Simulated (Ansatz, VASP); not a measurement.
## WS2: VASP beside Ansatz

```xyz
6
Lattice="3.1842 0.0000 0.0000 -1.5921 2.7576 0.0000 0.0000 0.0000 12.9783" Properties=species:S:1:pos:R:3 pbc="T T T"
W     0.0000    1.8384    3.2446
W     1.5921    0.9192    9.7337
S     0.0000    1.8384    8.1738
S     1.5921    0.9192    1.6846
S     0.0000    1.8384   11.2936
S     1.5921    0.9192    4.8045
```

Alike in both runs: task relaxation of cell and atoms; functional LDA; k mesh 12 × 12 × 2; occupations gaussian, width 0.02 eV; no spin polarisation.

```csv
,VASP,Ansatz
version,VASP 6.6.1,Ansatz 0.2.0
potentials or method,"VASP PAW LDA potentials, release 64 (W_sv, S), cutoff 600 eV","scalar-relativistic, plane waves, PAW"
valence electrons in the cell,52,52
```

|  | VASP | Ansatz | Ansatz less VASP |
| --- | --- | --- | --- |
| gap on the k mesh at the Fermi level, each at its own relaxed structure (eV) | 0.85 | 0.84 | -0.009 |
| relaxed volume (Å³/atom) | 17.20 | 17.16 | -0.033 |
| relaxed length of the cell vector where the two differ most in proportion (Å) | 3.130 | 3.127 | -0.0028 |

Ansatz warns that its potentials were made for another functional, while VASP's fit it. LDA's correlation is that of Perdew and Zunger in VASP and of Perdew and Wang (1992) in Ansatz.

Spin-orbit coupling is off throughout.
